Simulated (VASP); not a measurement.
## ZrH3: single point with PBEsol

Crystal: ZrH3.

```
CELL_PARAMETERS angstrom
3.12604 0.00000 0.00000
0.00000 3.12604 0.00000
0.00000 0.00000 3.12604
ATOMIC_POSITIONS crystal
Zr 0.00000 0.00000 0.00000
H 0.00000 0.50000 0.50000
H 0.50000 0.00000 0.50000
H 0.50000 0.50000 0.00000
```

| Property | Result |
| --- | --- |
| Program | VASP 6.6.1 |
| Task | single point |
| Functional | PBEsol |
| Potentials or basis | VASP PAW PBE potentials, release 64 (Zr_sv, H) |
| Cutoff | 520 eV |
| k mesh | 9 × 9 × 9 |
| Occupations | fermi-dirac, width 0.1 eV |
| Spin | no spin polarisation |

```
Pressure : -4.7 GPa
```

Levels at points of the mesh, in eV from the Fermi level:
```
           k point  band 4  band 5  band 6  band 7  band 8  band 9  band 10  band 11
(0.00, 0.00, 0.00)  -26.99  -10.25   -4.22   -4.22    3.64    3.64     3.64     5.85
```

Run time: 7.5 s on 1 thread of Intel(R) Xeon(R) 6975P-C (Granite Rapids), with other jobs on the host, peak memory 0.14 GiB.

Caveat: the PAW data sets were made with another functional, which shifts forces and pressure a little.
